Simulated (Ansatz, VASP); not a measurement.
**One calculation of CaF2, two programs**

```
Ca F
1.0
     0.00000    2.80197    2.80197
     2.80197    0.00000    2.80197
     2.80197    2.80197    0.00000
Ca F
1 2
Direct
  0.00000 0.00000 0.00000
  0.25000 0.25000 0.25000
  0.75000 0.75000 0.75000
```

Alike in both runs: task single point; functional LDA; k mesh 6 × 6 × 6; no spin polarisation.

```csv
,VASP,Ansatz
version,VASP 6.6.1,Ansatz 0.2.0
potentials or method,"VASP PAW LDA potentials, release 64 (Ca_sv, F), cutoff 600 eV","plane waves, PAW"
occupations,"gaussian, width 0.01 eV",fixed
valence electrons in the cell,24,24
```

```tsv
	VASP	Ansatz	Ansatz less VASP
pressure (GPa)	-10.8	-10.9	-0.13
```

LDA's correlation is that of Perdew and Zunger in VASP and of Perdew and Wang (1992) in Ansatz.
